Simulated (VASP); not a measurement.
The system is In.

```
In
1.0
    -1.62547    1.62547    2.47370
     1.62547   -1.62547    2.47370
     1.62547    1.62547   -2.47370
In
1
Direct
  0.00000 0.00000 0.00000
```

```yaml
Program: VASP 6.6.1
Task: relaxation of cell and atoms
Functional: RPBE
Potentials_or_basis: VASP PAW PBE potentials, release 64 (In_d)
Cutoff: 600 eV
k_mesh: 11 × 11 × 11
Occupations: fermi-dirac, width 0.05 eV
Spin: no spin polarisation
```

At the start: pressure 3.8 GPa; volume 26.14 Å³/atom.

Problem. How do energy, volume and symmetry change on relaxing?

Solution. Over 11 steps the energy falls by 28.2 meV/atom and the volume is 28.82 Å³/atom (+10.2 %); space group I4/mmm (No. 139, to 0.05 Å).

Step by step:
```csv
step,energy change (eV),largest force (eV/Å),pressure (GPa),volume (Å³)
1,0.0000,0.0000,3.76,26.14
2,-0.0280,0.0000,0.17,28.53
3,-0.0282,0.0000,0.04,28.68
4,-0.0282,0.0000,0.08,28.73
5,-0.0282,0.0000,-0.09,28.83
6,-0.0282,0.0000,0.01,28.76
7,-0.0282,0.0000,0.05,28.76
8,-0.0282,0.0000,0.08,28.76
9,-0.0282,0.0000,0.00,28.82
10,-0.0282,0.0000,-0.03,28.83
11,-0.0282,0.0000,-0.01,28.82
```

Final structure:
```
In
1.0
    -1.68173    1.68173    2.54784
     1.68173   -1.68173    2.54784
     1.68173    1.68173   -2.54784
In
1
Direct
  0.00000 0.00000 0.00000
```

Caveat: the PAW data sets were made with another functional, which shifts forces and pressure a little; the volume moved by +10 % from the deposited cell, more than functionals usually miss.
